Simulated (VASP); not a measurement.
**BeS: single point with PBEsol**

The system is BeS.

```
Be S
1.0
     0.00000    2.45890    2.53913
     2.53913    0.00000    2.53913
     2.53913    2.45890    0.00000
Be S
1 1
Direct
  0.00000 0.00000 0.00000
  0.75000 0.75000 0.75000
```

This cell differs from its parent crystal: volume 15.853 Å^3 an atom, c/a of the conventional cell 0.9684.

```yaml
Program: VASP 6.6.1
Task: single point
Functional: PBEsol
Potentials_or_basis: VASP PAW PBE potentials, release 64 (Be, S)
Cutoff: 520 eV
k_mesh: 10 × 10 × 10
Occupations: gaussian, width 0.05 eV
Spin: no spin polarisation
Dipole_correction: no
Further_INCAR_settings: ALGO = Normal; EDIFF = 1e-06; NBANDS = 11
```

```yaml
Pressure: -8.8 GPa
Band_gap_on_the_k_mesh: 2.91 eV, indirect (least direct gap 4.76 eV)
```

Stress tensor (GPa, compression positive):
```
-9.66  0.00  0.00
 0.00 -6.98  0.00
 0.00  0.00 -9.66
```

Levels at points of the mesh, in eV from the valence-band top:
```
           k point  band 2  band 3  band 4  band 5  band 6  band 7
(0.00, 0.00, 0.00)   -0.15   -0.15    0.00    4.76    5.51    5.56
(0.50, 0.00, 0.00)   -5.31   -1.13   -0.88    4.85    6.26    6.56
(0.50, 0.50, 0.00)   -4.72   -2.36   -2.32    3.12    4.88   11.73
(0.50, 0.00, 0.50)   -4.51   -2.57   -2.57    2.91    4.57   11.81
```

Wall time 55 s on 1 thread of AMD EPYC 7R13 (shared host), peak memory 0.14 GiB.

Caveat: the PAW data sets were made with another functional, which shifts forces and pressure a little. A k mesh can miss the band edges.
